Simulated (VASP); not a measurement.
AlC2: single point with PBE

The system is AlC2.

```xyz
6
Lattice="2.0903 -2.7006 0.0000 2.0903 2.7006 0.0000 0.0000 0.0000 6.2438" Properties=species:S:1:pos:R:3 pbc="T T T"
Al    2.0903    1.3503    2.0893
Al    2.0903   -1.3503    4.1545
C     2.7768   -1.3503    0.6295
C     1.4037   -1.3503    0.6295
C     1.4037    1.3503    5.6143
C     2.7768    1.3503    5.6143
```

The cell was generated, and may not be a known phase.

```json
{
 "Program": "VASP 6.6.1",
 "Task": "single point",
 "Functional": "PBE",
 "Potentials or basis": "VASP PAW PBE potentials, release 64 (Al, C)",
 "Cutoff": "520 eV",
 "k mesh": "12 × 12 × 6",
 "Occupations": "gaussian, width 0.1 eV",
 "Spin": "no spin polarisation",
 "Dipole correction": "no",
 "Further INCAR settings": "ALGO = Normal; EDIFF = 1e-06; NBANDS = 20"
}
```

```json
{"Pressure": "0.2 GPa", "Largest force": "0.042 eV/Å", "Band gap on the k mesh": "zero (bands 11 and 12 overlap by 2.24 eV)"}
```

Forces in eV/Å, atoms in the order of the input:
```
Al   0.000  0.000  0.000
Al   0.000  0.000  0.000
C    0.024  0.000  0.034
C   -0.024  0.000  0.034
C   -0.024  0.000 -0.034
C    0.024  0.000 -0.034
```

Stress tensor (GPa, compression positive):
```
 0.38  0.00  0.00
 0.00 -0.02  0.00
 0.00  0.00  0.11
```

Levels at points of the mesh, in eV from the Fermi level:
| k point | band 7 | band 8 | band 9 | band 10 | band 11 | band 12 | band 13 | band 14 | band 15 | band 16 |
| --- | --- | --- | --- | --- | --- | --- | --- | --- | --- | --- |
| (0.00, 0.00, 0.00) | -2.77 | -2.17 | -1.42 | -1.04 | 0.41 | 0.41 | 2.73 | 4.41 | 5.64 | 6.11 |
| (0.50, 0.00, 0.00) | -3.98 | -3.98 | -3.02 | -3.02 | 0.26 | 0.26 | 2.66 | 2.66 | 6.02 | 6.02 |
| (0.50, 0.50, 0.00) | -4.27 | -3.99 | -2.61 | -1.47 | -1.18 | 0.74 | 1.46 | 3.51 | 3.90 | 5.45 |
| (0.00, 0.00, 0.50) | -4.16 | -2.89 | -2.17 | -1.00 | 0.44 | 0.84 | 3.85 | 4.84 | 5.47 | 5.55 |
| (0.50, 0.00, 0.50) | -3.80 | -3.80 | -2.33 | -2.33 | -1.57 | -1.57 | 2.74 | 2.74 | 6.17 | 6.17 |
| (0.50, 0.50, 0.50) | -4.53 | -3.51 | -2.83 | -1.00 | -0.50 | 0.76 | 1.97 | 2.33 | 3.52 | 3.53 |

Wall time 5.4 min on 1 thread of Intel Xeon 8259CL, on a shared host, peak memory 0.32 GiB.
